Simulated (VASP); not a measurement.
# TaN (WC type) (P-6m2) in VASP: further runs, part 2 of 2

VASP 6.6.1.

### 3 Single point, PBE

This run uses another cell than the first one, of 7.61 Å³/atom, 1.003 times its volume.

INCAR

```
PREC     = Accurate       # precision mode
ENCUT    = 520            # plane-wave cutoff, eV
EDIFF    = 1E-6           # SCF threshold, eV
ISMEAR   = -1             # smearing method
SIGMA    = 0.1            # smearing width, eV
LREAL    = False          # projectors in reciprocal space
LASPH    = True           # aspherical terms in the spheres
NELM     = 80             # most SCF steps
ALGO     = Normal         # electronic algorithm
ISIF     = 2              # what is computed and relaxed
LWAVE    = False          # write WAVECAR
LCHARG   = False          # write CHGCAR
GGA      = PE             # functional
NBANDS   = 15             # bands
```

KPOINTS

```
regular mesh
0
Gamma
  17 17 15
```

POSCAR

```
TaN
1.0
    2.5940687578      0.0000000000      0.0000000000
   -1.2970343789      2.2465294435      0.0000000000
    0.0000000000      0.0000000000      2.6105459400
Ta N
1 1
Direct
    0.0000000000      0.0000000000      0.0000000000
    0.3333333333      0.6666666667      0.5000000000
```

Potentials or basis: VASP PAW PBE potentials, release 64 (Ta_pv, N).

Started as:

```console
> cat potpaw_PBE.64/Ta_pv/POTCAR potpaw_PBE.64/N/POTCAR > POTCAR
> mpirun -np 1 vasp_std > vasp.out
```

OUTCAR:

```text
PREC = Accurate
   ENCUT = 520
   EDIFF = 1E-6
   ISMEAR = -1
   LREAL = False
   LASPH = True
   NELM = 80
   ISIF = 2
   GGA = PE

 ion  position               nearest neighbor table
   1  0.000  0.000  0.000-   2 1.99   2 1.99   2 1.99   2 1.99   2 1.99   2 1.99
   2  0.333  0.667  0.500-   1 1.99   1 1.99   1 1.99   1 1.99   1 1.99   1 1.99

  LATTYP: Found a hexagonal cell.
 ALAT       =     2.5940687578
 C/A-ratio  =     1.0063518679

  Lattice vectors:

 A1 = (   2.5940687578,   0.0000000000,   0.0000000000)
 A2 = (  -1.2970343789,   2.2465294435,   0.0000000000)
 A3 = (   0.0000000000,   0.0000000000,   2.6105459400)

Analysis of symmetry for initial positions (statically):
=====================================================================
 Subroutine PRICEL returns:
 Original cell was already a primitive cell.

 Routine SETGRP: Setting up the symmetry group for a
 hexagonal supercell.

 Subroutine GETGRP returns: Found 12 space group operations
 (whereof 12 operations were pure point group operations)
 out of a pool of 24 trial point group operations.

The static configuration has the point symmetry D_3h.

Analysis of symmetry for dynamics (positions and initial velocities):
=====================================================================
 Subroutine PRICEL returns:
 Original cell was already a primitive cell.

 Routine SETGRP: Setting up the symmetry group for a
 hexagonal supercell.

 Subroutine GETGRP returns: Found 12 space group operations
 (whereof 12 operations were pure point group operations)
 out of a pool of 24 trial point group operations.

The dynamic configuration has the point symmetry D_3h.

 Subroutine INISYM returns: Found 12 space group operations
 (whereof 12 operations are pure point group operations),
 and found     1 'primitive' translations

[... 116 lines left out ...]
  Fermi-wavevector in a.u.,A,eV,Ry     =   1.664843  3.146096 37.711280  2.771701
  Thomas-Fermi vector in A             =   2.751316
   LORBIT       =      0    0 simple, 1 ext, 2 COOP (PROOUT), +10 PAW based schemes
   GGA     = PE    functional components
   LHFCALC =     F    Hartree Fock is set to
   AEXX    =    0.0000 exact exchange contribution
   IVDW    =     0    specifies the selected vdW correction
   LEPSILON=     F    determine dielectric tensor
   LRPA    =     F    only Hartree local field effects (RPA)
 non-spin polarized calculation
  energy-cutoff  :      520.00
  volume of cell :       15.21
 maximum number of plane-waves:       424
 NGX is ok and might be reduce to    20
   NGX =  9   NGY =  9   NGZ =  9

 number of electron      15.9999999 magnetization

 Free energy of the ion-electron system (eV)
  ---------------------------------------------------
  ext. energy  EPLUGINS =         0.00000000
  ---------------------------------------------------
  free energy    TOTEN  =       -18.40727092 eV

  energy without entropy =      -18.40118280  energy(sigma->0) =      -18.40422686

 E-fermi :  12.7307     XC(G=0): -15.3670

 val. band max:       12.7208624333   @ k =   0.4118   0.1176   0.4667
 cond. band min:      12.7572473473   @ k =   0.4706   0.0588   0.4000
 fundamental gap:      0.0363849140
 Fermi energy:        12.7307029921

 k-point     1 :       0.0000    0.0000    0.0000
  band No.  band energies     occupation
      1     -21.7772      2.00000
      2     -20.9401      2.00000
      3     -20.9401      2.00000
      4      -8.1394      2.00000
      5       6.0689      2.00000
      6       6.2395      2.00000
      7       6.2395      2.00000
      8       9.1109      2.00000
      9      17.4787      0.00000
     10      17.5904      0.00000
     11      17.5904      0.00000
     12      18.6020      0.00000
     13      18.6020      0.00000
     14      26.9665      0.00000
[... 401 lines left out ...]
      2     -21.7079      2.00000
      3     -21.3978      2.00000
      4      -5.3620      2.00000
      5       3.1702      2.00000
      6       6.0502      2.00000
      7       7.5389      2.00000
      8       8.8423      2.00000
      9      14.3593      0.00000
     10      16.0521      0.00000
     11      19.6331      0.00000
     12      21.3661      0.00000
     13      23.3711      0.00000
     14      26.9927      0.00000
     15      29.1680      0.00000

 [... further k-points ...]
[... 5 lines left out ...]
  --------------------------------------------------------------------------------------
  -------------------------------------------------------------------------------------
  Total       25.1844948     25.1844948     25.2630106      0.0000000      0.0000000      0.0000000
  in kB     2652.2770525   2652.2770527   2660.5458501      0.0000000      0.0000000      0.0000000
  external PRESSURE =    2655.0333184 kB  Pullay stress =       0.0000000 kB

 VOLUME and BASIS-vectors are now :
 -----------------------------------------------------------------------------
  energy-cutoff  :      520.00
  volume of cell :       15.21
      direct lattice vectors                 reciprocal lattice vectors
     2.594068758  0.000000000  0.000000000     0.385494793  0.222565523  0.000000000
    -1.297034379  2.246529444  0.000000000     0.000000000  0.445131046  0.000000000
     0.000000000  0.000000000  2.610545940     0.000000000  0.000000000  0.383061637

 POSITION                                       TOTAL-FORCE (eV/Angst)
 -----------------------------------------------------------------------------------
      0.00000      0.00000      0.00000        -0.000000      0.000000      0.000000
     -0.00000      1.49769      1.30527         0.000000      0.000000      0.000000
 -----------------------------------------------------------------------------------
    total drift:                                0.000000     -0.000000     -0.000000

  FREE ENERGIE OF THE ION-ELECTRON SYSTEM (eV)
  ---------------------------------------------------
  free  energy   TOTEN  =       -18.4072709215 eV

  energy  without entropy=      -18.4011828005  energy(sigma->0) =      -18.40422686
```

stdout:

```text
POSCAR found type information on POSCAR TaN
 POSCAR found :  2 types and       2 ions
 scaLAPACK will be used
 LDA part: xc-table for (Slater+PW92), standard interpolation
 POSCAR, INCAR and KPOINTS ok, starting setup
 FFT: planning ... GRIDC
 FFT: planning ... GRID_SOFT
 FFT: planning ... GRID
 WAVECAR not read
 entering main loop
```

Run time: 51 s. Hardware: 1 thread of Intel Xeon Platinum 8488C (Sapphire Rapids), shared host; peak memory 0.18 GiB.

Results:

| Property | Result |
| --- | --- |
| Free energy | -18.4073 eV |
| Pressure | 265.5 GPa |
| Band gap on the k mesh | zero (band 8 reaches 13.12 eV, above the bottom of band 9 at 11.99 eV) |

Caveat: spin-orbit coupling is left out, which moves the levels of the heavy elements.
